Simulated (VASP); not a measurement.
# RbCl (Fm-3m) in VASP: a series of runs, part 2 of 2

VASP 6.6.1. Earlier steps stand in the parts before.

## 3. Single point, PBE (35.31 Å³/atom)

This run uses another cell than the first one, of 35.31 Å³/atom.

Input file INCAR:

```
SYSTEM = RbCl
  PREC = Accurate
  ENCUT = 500
  EDIFF = 1E-6
  ISMEAR = 0
  SIGMA = 0.01
  LREAL = .False.
  LASPH = .True.
  NELM = 120
  ALGO = Normal
  ISIF = 2
  LWAVE = .False.
  LCHARG = .True.
  GGA = PE
  LELF = .True.
  LVHAR = .True.
  NBANDS = 15
  GGA_COMPAT = .False.
```

Input file KPOINTS:

```
Automatic mesh
0
Gamma
  6 6 6
  0 0 0
```

Input file POSCAR:

```
RbCl
1.0
    0.0000000000      3.2807573105      3.2807573105
    3.2807573105      0.0000000000      3.2807573105
    3.2807573105      3.2807573105      0.0000000000
Rb Cl
1 1
Direct
    0.0000000000      0.0000000000      0.0000000000
    0.5000000000      0.5000000000      0.5000000000
```

Potentials or basis: VASP PAW PBE potentials, release 64 (Rb_sv, Cl).

Started as:

```bash
cat potpaw_PBE.64/Rb_sv/POTCAR potpaw_PBE.64/Cl/POTCAR > POTCAR
mpirun -np 1 vasp_std > vasp.out
```

OUTCAR:

```text
SYSTEM = RbCl
   PREC = Accurate
   ENCUT = 500
   EDIFF = 1E-6
   ISMEAR = 0
   LREAL = .False.
   LASPH = .True.
   NELM = 120
   ISIF = 2
   GGA = PE

 ion  position               nearest neighbor table
   1  0.000  0.000  0.000-   2 3.28   2 3.28   2 3.28   2 3.28   2 3.28   2 3.28
   2  0.500  0.500  0.500-   1 3.28   1 3.28   1 3.28   1 3.28   1 3.28   1 3.28

  LATTYP: Found a face centered cubic cell.
 ALAT       =     6.5615146210

  Lattice vectors:

 A1 = (   0.0000000000,   3.2807573105,   3.2807573105)
 A2 = (   3.2807573105,   0.0000000000,   3.2807573105)
 A3 = (   3.2807573105,   3.2807573105,   0.0000000000)

Analysis of symmetry for initial positions (statically):
=====================================================================
 Subroutine PRICEL returns:
 Original cell was already a primitive cell.

 Routine SETGRP: Setting up the symmetry group for a
 face centered cubic supercell.

 Subroutine GETGRP returns: Found 48 space group operations
 (whereof 48 operations were pure point group operations)
 out of a pool of 48 trial point group operations.

The static configuration has the point symmetry O_h .

Analysis of symmetry for dynamics (positions and initial velocities):
[... 169 lines left out ...]
     10       6.1558      0.00000
     11       6.1558      0.00000
     12       6.1558      0.00000
     13       7.1450      0.00000
     14       7.1450      0.00000
[... 257 lines left out ...]
      2     -13.8271      2.00000
      3     -10.0198      2.00000
      4      -9.9389      2.00000
      5      -9.8106      2.00000
      6      -2.2094      2.00000
      7      -2.1289      2.00000
      8      -2.0222      2.00000
      9       5.0650      0.00000
     10       6.7433      0.00000
     11       7.0107      0.00000
     12       8.0470      0.00000
     13       9.0435      0.00000
     14       9.9553      0.00000
     15      10.4842      0.00000

------------------------ aborting loop because EDIFF is reached ----------------------------------------

  FORCE on cell =-STRESS in cart. coord.  units (eV):
  Direction    XX          YY          ZZ          XY          YZ          ZX
  --------------------------------------------------------------------------------------
  -------------------------------------------------------------------------------------
  Total        0.4538816      0.4538816      0.4538816      0.0000000      0.0000000      0.0000000
  in kB       10.2967668     10.2967668     10.2967668      0.0000000      0.0000000      0.0000000
  external PRESSURE =      10.2967668 kB  Pullay stress =       0.0000000 kB

 VOLUME and BASIS-vectors are now :
 -----------------------------------------------------------------------------
  energy-cutoff  :      500.00
  volume of cell :       70.62
      direct lattice vectors                 reciprocal lattice vectors
     0.000000000  3.280757310  3.280757310    -0.152403836  0.152403836  0.152403836
     3.280757310  0.000000000  3.280757310     0.152403836 -0.152403836  0.152403836
     3.280757310  3.280757310  0.000000000     0.152403836  0.152403836 -0.152403836

 POSITION                                       TOTAL-FORCE (eV/Angst)
 -----------------------------------------------------------------------------------
      0.00000      0.00000      0.00000         0.000000      0.000000      0.000000
      3.28076      3.28076      3.28076        -0.000000     -0.000000     -0.000000
 -----------------------------------------------------------------------------------
    total drift:                                0.000000      0.000000      0.000000

  FREE ENERGIE OF THE ION-ELECTRON SYSTEM (eV)
  ---------------------------------------------------
  free  energy   TOTEN  =        -6.6611917640 eV

  energy  without entropy=       -6.6611917640  energy(sigma->0) =       -6.66119176
```

OSZICAR:

```text
N       E                     dE             d eps       ncg     rms          rms(c)
DAV:   1     0.826510873417E+02    0.82651E+02   -0.66555E+03   480   0.894E+02
DAV:   2    -0.148430304243E+01   -0.84135E+02   -0.76995E+02   683   0.170E+02
DAV:   3    -0.687907579726E+01   -0.53948E+01   -0.53722E+01   634   0.446E+01
DAV:   4    -0.701934946828E+01   -0.14027E+00   -0.14024E+00   697   0.684E+00
DAV:   5    -0.702073123151E+01   -0.13818E-02   -0.13817E-02   649   0.669E-01    0.322E+00
DAV:   6    -0.666719707800E+01    0.35353E+00   -0.49102E-01   592   0.346E+00    0.246E+00
DAV:   7    -0.664560615243E+01    0.21591E-01   -0.12183E-01   634   0.185E+00    0.146E+00
DAV:   8    -0.665950889255E+01   -0.13903E-01   -0.16593E-02   579   0.797E-01    0.168E-01
DAV:   9    -0.666056198769E+01   -0.10531E-02   -0.13995E-03   606   0.200E-01    0.101E-01
DAV:  10    -0.666116939823E+01   -0.60741E-03   -0.54085E-04   508   0.145E-01    0.150E-02
DAV:  11    -0.666118477623E+01   -0.15378E-04   -0.22919E-05   628   0.308E-02    0.930E-03
DAV:  12    -0.666119168643E+01   -0.69102E-05   -0.12578E-05   515   0.217E-02    0.279E-03
DAV:  13    -0.666119176400E+01   -0.77571E-07   -0.18419E-07   520   0.308E-03
   1 F= -.66611918E+01 E0= -.66611918E+01  d E =-.231383E-25
```

stdout:

```text
POSCAR found type information on POSCAR RbCl
 POSCAR found :  2 types and       2 ions
 scaLAPACK will be used
 LDA part: xc-table for (Slater+PW92), standard interpolation
 POSCAR, INCAR and KPOINTS ok, starting setup
 FFT: planning ... GRIDC
 FFT: planning ... GRID_SOFT
 FFT: planning ... GRID
 WAVECAR not read
 entering main loop
```

It took 12 s on 1 thread of Intel Xeon Platinum 8488C (Sapphire Rapids), shared host; peak memory 0.2 GiB.

What came out:

- Free energy: -6.6612 eV
- Pressure: 1.0 GPa
- Band gap on the k mesh: 5.03 eV

## 4. Single point, PBE (36.44 Å³/atom)

This run uses another cell than the first one, of 36.44 Å³/atom.

Input file INCAR:

```
SYSTEM = RbCl
ALGO = Normal
EDIFF = 1E-6
ENCUT = 500
GGA = PE
GGA_COMPAT = .FALSE.
ISIF = 2
ISMEAR = 0
LASPH = .TRUE.
LCHARG = .FALSE.
LREAL = .FALSE.
LWAVE = .FALSE.
NBANDS = 15
NELM = 120
PREC = Accurate
SIGMA = 0.01
```

Input file KPOINTS:

```
k-points
0
G
  6 6 6
  0 0 0
```

Input file POSCAR:

```
RbCl
1.0
    0.0000000000      3.3152941359      3.3152941359
    3.3152941359      0.0000000000      3.3152941359
    3.3152941359      3.3152941359      0.0000000000
Rb Cl
1 1
Direct
    0.0000000000      0.0000000000      0.0000000000
    0.5000000000      0.5000000000      0.5000000000
```

Started as:

```bash
cat potpaw_PBE.64/Rb_sv/POTCAR potpaw_PBE.64/Cl/POTCAR > POTCAR
mpirun -np 1 vasp_std > vasp.out
```

Wall time 11 s (1 thread of Intel Xeon Platinum 8488C (Sapphire Rapids), shared host); peak memory 0.2 GiB.

The run converged. Its results:

* Free energy: -6.6722 eV
* Pressure: 0.5 GPa
* Band gap on the k mesh: 4.93 eV

Levels at points of the mesh, in eV from the valence-band top:
```tsv
k point	band 6	band 7	band 8	band 9	band 10	band 11
(0.00, 0.00, 0.00)	0.00	0.00	0.00	4.93	7.98	7.98
(0.50, 0.00, 0.00)	-0.83	-0.32	-0.32	7.67	7.89	10.07
(0.50, 0.50, 0.00)	-0.32	-0.10	-0.10	6.22	7.96	9.59
```

## 5. Single point, PBE

This run uses another cell than the first one, of 37.57 Å³/atom.

Input file INCAR:

```
SYSTEM = RbCl
ALGO = Normal
EDIFF = 1E-6
ENCUT = 500
GGA = PE
GGA_COMPAT = .False.
ISIF = 2
ISMEAR = 0
LASPH = .True.
LCHARG = .False.
LREAL = .False.
LWAVE = .False.
NBANDS = 15
NELM = 120
PREC = Accurate
SIGMA = 0.01
```

Input file KPOINTS:

```
k-points
0
Gamma
  6 6 6
  0 0 0
```

Input file POSCAR:

```
RbCl
1.0
    0.0000000000      3.3491260046      3.3491260046
    3.3491260046      0.0000000000      3.3491260046
    3.3491260046      3.3491260046      0.0000000000
Rb Cl
1 1
Direct
    0.0000000000      0.0000000000      0.0000000000
    0.5000000000      0.5000000000      0.5000000000
```

Started as:

```bash
cat potpaw_PBE.64/Rb_sv/POTCAR potpaw_PBE.64/Cl/POTCAR > POTCAR
mpirun -np 1 vasp_std > vasp.out
```

Wall time 11 s (1 thread of Intel Xeon Platinum 8488C (Sapphire Rapids), shared host); peak memory 0.2 GiB.

The run converged. Its results:

* Free energy: -6.6758 eV
* Pressure: 0.0 GPa
* Band gap on the k mesh: 4.83 eV

Levels at points of the mesh, in eV from the valence-band top:
| k point | band 4 | band 5 | band 6 | band 7 | band 8 | band 9 | band 10 | band 11 | band 12 | band 13 |
| --- | --- | --- | --- | --- | --- | --- | --- | --- | --- | --- |
| (0.00, 0.00, 0.00) | -8.10 | -8.10 | 0.00 | 0.00 | 0.00 | 4.83 | 7.95 | 7.95 | 7.95 | 8.90 |
| (0.50, 0.00, 0.00) | -8.11 | -8.09 | -0.79 | -0.30 | -0.30 | 7.57 | 7.78 | 9.96 | 9.96 | 11.17 |
| (0.50, 0.50, 0.00) | -8.18 | -8.18 | -0.32 | -0.10 | -0.10 | 6.24 | 7.83 | 9.42 | 9.95 | 10.15 |

## 6. Single point, PBE (38.69 Å³/atom)

This run uses another cell than the first one, of 38.69 Å³/atom.

Input file INCAR:

```
ALGO = Normal ; EDIFF = 1E-6
ENCUT = 500 ; GGA = PE
GGA_COMPAT = False ; ISIF = 2
ISMEAR = 0 ; LASPH = True
LCHARG = True ; LELF = True
LREAL = False ; LVHAR = True
LWAVE = False ; NBANDS = 15
NELM = 120 ; PREC = Accurate
SIGMA = 0.01
```

Input file KPOINTS:

```
k-points
0
Gamma
  6 6 6
```

Input file POSCAR:

```
RbCl
1.0
    0.0000000000      3.3822878247      3.3822878247
    3.3822878247      0.0000000000      3.3822878247
    3.3822878247      3.3822878247      0.0000000000
Rb Cl
1 1
Direct
    0.0000000000      0.0000000000      0.0000000000
    0.5000000000      0.5000000000      0.5000000000
```

Potentials or basis: VASP PAW PBE potentials, release 64 (Rb_sv, Cl).

Started as:

```bash
cat potpaw_PBE.64/Rb_sv/POTCAR potpaw_PBE.64/Cl/POTCAR > POTCAR
mpirun -np 1 vasp_std > vasp.out
```

It took 12 s on 1 thread of Intel Xeon Platinum 8488C (Sapphire Rapids), shared host; peak memory 0.2 GiB.

The run converged. Its results:

```
Free energy            : -6.6735 eV
Pressure               : -0.4 GPa
Band gap on the k mesh : 4.74 eV
```

Levels at points of the mesh, in eV from the valence-band top:
| k point | band 6 | band 7 | band 8 | band 9 | band 10 | band 11 |
| --- | --- | --- | --- | --- | --- | --- |
| (0.00, 0.00, 0.00) | 0.00 | 0.00 | 0.00 | 4.74 | 7.93 | 7.93 |
| (0.50, 0.00, 0.00) | -0.75 | -0.27 | -0.27 | 7.47 | 7.67 | 9.85 |
| (0.50, 0.50, 0.00) | -0.32 | -0.11 | -0.11 | 6.25 | 7.70 | 9.26 |

Expect the measured gap to be larger: semilocal functionals such as PBE lack the derivative discontinuity.

## 7. Overview

```csv
cell,gap on the mesh (eV),pressure (GPa)
"a = 4.675 Å, angles 60.0°, 2 atoms",4.95,0.6
"a = 4.640 Å, angles 60.0°, 2 atoms",5.03,1.0
"a = 4.689 Å, angles 60.0°, 2 atoms",4.93,0.5
"a = 4.736 Å, angles 60.0°, 2 atoms",4.83,0.0
"a = 4.783 Å, angles 60.0°, 2 atoms",4.74,-0.4
```

Alike in all rows: task single point; level PBE; potentials or basis VASP PAW PBE potentials, release 64 (Rb_sv, Cl); no spin polarisation; k mesh 6 × 6 × 6; cutoff (eV) 500; smearing gaussian 0.01 eV.

Absolute energies hang on the potentials; compare differences alone.
